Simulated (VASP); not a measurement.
Runs of VASP 6.6.1 on ZrB6. The structure is that of space group P6/mmm (No. 191), or close to it. The cells are those of the table. 

```csv
task,cell,k mesh,gap on the mesh (eV),pressure (GPa),relaxed volume (Å³/atom),largest force (eV/Å)
relaxation of cell and atoms,"relaxed from a = 5.519, b = 5.519, c = 3.141 Å, angles 90.0, 90.0, 120.0°, 7 atoms",9 × 9 × 12,none,0.0,11.74,-
single point,"a = 5.520, b = 5.520, c = 3.115 Å, angles 90.0, 90.0, 120.0°, 7 atoms",9 × 9 × 12,none,0.0,-,-
single point,"a = 5.519, b = 5.519, c = 3.141 Å, angles 90.0, 90.0, 120.0°, 7 atoms",6 × 6 × 6,none,0.0,-,0.03
relaxation of cell and atoms,"relaxed from a = 3.426, b = 3.426, c = 3.884 Å, angles 90.0, 90.0, 120.0°, 7 atoms",6 × 6 × 4,none,0.2,(a),-
relaxation of cell and atoms,"relaxed from a = 5.519, b = 5.519, c = 3.141 Å, angles 90.0, 90.0, 120.0°, 7 atoms",6 × 6 × 6,none,0.0,-,0.03
single point,"a = 5.519, b = 5.519, c = 3.141 Å, angles 90.0, 90.0, 120.0°, 7 atoms",6 × 6 × 4,none,0.1,-,-
```

Alike in all rows: level PBE; potentials or basis VASP PAW PBE potentials, release 64 (Zr_sv, B); no spin polarisation; cutoff (eV) 500; smearing gaussian 0.1 eV.

Q: Fill in the values left out.

A: (a) 11.44.

Caveats: some runs use coarse meshes; the volume moved by over 15 % at a fixed basis, so the end points are rough (some runs); the relaxation stopped at its first step, so nothing moved (some runs).

A k mesh can miss the band edges, and the runs leave out spin-orbit coupling on Zr.

A gap of «none» marks levels without a gap at the run's occupations.
